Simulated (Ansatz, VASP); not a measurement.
**Fe3Ge: VASP beside Ansatz**

File POSCAR:

```
Fe3Ge
1.0
    3.6605005200      0.0000000000      0.0000000000
    0.0000000000      3.6605005200      0.0000000000
    0.0000000000      0.0000000000      3.6605005200
Fe Ge
3 1
Direct
    0.0000000000      0.5000000000      0.5000000000
    0.5000000000      0.0000000000      0.5000000000
    0.5000000000      0.5000000000      0.0000000000
    0.0000000000      0.0000000000      0.0000000000
```

The input INCAR.step1:

```
SYSTEM = Fe3Ge
PREC = Accurate
ENCUT = 660
ISMEAR = 1
SIGMA = 0.3
LREAL = .False.
LASPH = .True.
NELM = 200
ISPIN = 2
MAGMOM = 3.5 3.5 3.5 0
LMAXMIX = 4
NBANDS = 31
GGA = PE
ALGO = Normal
EDIFF = 1E-5
LWAVE = .True.
LCHARG = .False.
GGA_COMPAT = .False.
```

The input INCAR.step2:

```
SYSTEM = Fe3Ge
PREC = Accurate
ENCUT = 660
EDIFF = 1E-6
ISMEAR = 1
SIGMA = 0.3
LREAL = .False.
LASPH = .True.
NELM = 200
ALGO = Normal
ISIF = 2
LWAVE = .False.
LCHARG = .False.
ISPIN = 2
MAGMOM = 3.5 3.5 3.5 0
LORBIT = 11
LMAXMIX = 4
METAGGA = R2SCAN
LMIXTAU = .True.
NBANDS = 31
ISTART = 1
GGA_COMPAT = .False.
```

KPOINTS

```
Automatic mesh
0
Gamma
  4 4 4
  0 0 0
```

Input for Ansatz:

```yaml
crystal:
  lattice:
    bravais: cubic
    a: 3.66050052
  space_group: 221
  atoms:
    - { symbol: Fe, position: [0.0, 0.5, 0.5] }
    - { symbol: Ge, position: [0.0, 0.0, 0.0] }
accuracy: medium
kpoints:
  mp_grid:
    grid: [4, 4, 4]
hamiltonian:
  xc: r2scan
  pseudopotentials:
    kind: nc
magnetization:
  spin_polarized: true
  per_species:
    Fe: 3.5
scf:
  occupations:
    method: methfessel_paxton
    width: 0.3
output:
  stress: true
```

Alike in both runs: task single point; functional r2SCAN; k mesh 4 × 4 × 4; occupations methfessel-paxton of order 1, width 0.3 eV; collinear spin.

|  | VASP | Ansatz |
| --- | --- | --- |
| version | VASP 6.6.1 | Ansatz 0.2.0 |
| potentials or method | VASP PAW PBE potentials, release 64 (Fe, Ge_d) | plane waves |
| plane-wave cutoff (eV) | 660 | 1230 |
| valence electrons in the cell | 38 | 62 |

Ansatz gave:

| Item | Value |
| --- | --- |
| pressure (GPa) | -0.5 |
| net moment per atom (μB) | 1.97 |
| size of the moment on the site where the two differ most (μB) | 2.78 |

Task: Estimate VASP's values.

Result: Pressure (GPa): 0.3; net moment per atom (μB): 1.95; size of the moment on the site where the two differ most (μB): 2.70.

VASP's potentials were made for PBE, not for r2SCAN. Site moments also hang on the region over which each program counts them. VASP's potentials hold 38 valence electrons a cell and Ansatz's 62, so a difference there can come from the potentials and not from the codes. Ansatz's warnings: pbe made norm conserving files, stability check not made.

The k mesh is coarse, so the values compare programs but aren't converged.
